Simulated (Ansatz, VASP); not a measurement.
AlN in VASP and in Ansatz

File INCAR:

```
  PREC = Accurate
  ENCUT = 520
  EDIFF = 1E-6
  ISMEAR = 0
  SIGMA = 0.05
  LREAL = F
  LASPH = T
  NELM = 60
  ALGO = Normal
  ISIF = 2
  LWAVE = F
  LCHARG = F
  GGA = PE
  IBRION = 2
  NSW = 50
  EDIFFG = -0.01
```

Contents of KPOINTS:

```
Automatic mesh
0
Gamma
  9 9 6
```

POSCAR

```
AlN
1.0
    3.1612000000      0.0000000000      0.0000000000
   -1.5806000000      2.7376795064      0.0000000000
    0.0000000000      0.0000000000      4.8163000000
Al N
2 2
Direct
    0.3333333333      0.6666666667      0.0017290859
    0.6666666667      0.3333333333      0.5017290859
    0.3333333333      0.6666666667      0.3832709141
    0.6666666667      0.3333333333      0.8832709141
```

Input for Ansatz:

```yaml
crystal:
  lattice:
    - [3.1612, 0.0, 0.0]
    - [-1.5806, 2.7376795064, 0.0]
    - [0.0, 0.0, 4.8163]
  atoms:
    - { symbol: Al, position: [0.3333333333, 0.6666666667, 0.0017290859] }
    - { symbol: Al, position: [0.6666666667, 0.3333333333, 0.5017290859] }
    - { symbol: "N", position: [0.3333333333, 0.6666666667, 0.3832709141] }
    - { symbol: "N", position: [0.6666666667, 0.3333333333, 0.8832709141] }
basis:
  ecutwfc: 520.0
kpoints:
  mp_grid: { grid: [9, 9, 6] }
hamiltonian:
  xc: pbe
  pseudopotentials: { kind: paw, azcp: { folder: soft_1 } }
scf:
  occupations: { method: gaussian, width: 0.05 }
output:
  forces: true
  stress: true
  eigenvalues: true
relax:
  adjacent_minimum: "off"
  f_tol: 0.01
  max_steps: 30
```

Alike in both runs: task relaxation of the atoms; functional PBE; k mesh 9 × 9 × 6; occupations gaussian, width 0.05 eV; no spin polarisation.

|  | VASP | Ansatz |
| --- | --- | --- |
| version | VASP 6.6.1 | Ansatz 0.2.0 |
| potentials or method | VASP PAW PBE potentials, release 64 (Al, N), cutoff 520 eV | scalar-relativistic, plane waves, PAW |
| valence electrons in the cell | 16 | 16 |

VASP gave:

* gap on the k mesh at the Fermi level, each at its own relaxed structure (eV): 3.92

**Question.** Which values does Ansatz return?

**Answer.** gap on the k mesh at the Fermi level, each at its own relaxed structure (eV): 3.91.

Ansatz's warnings: stress scf threshold loose.
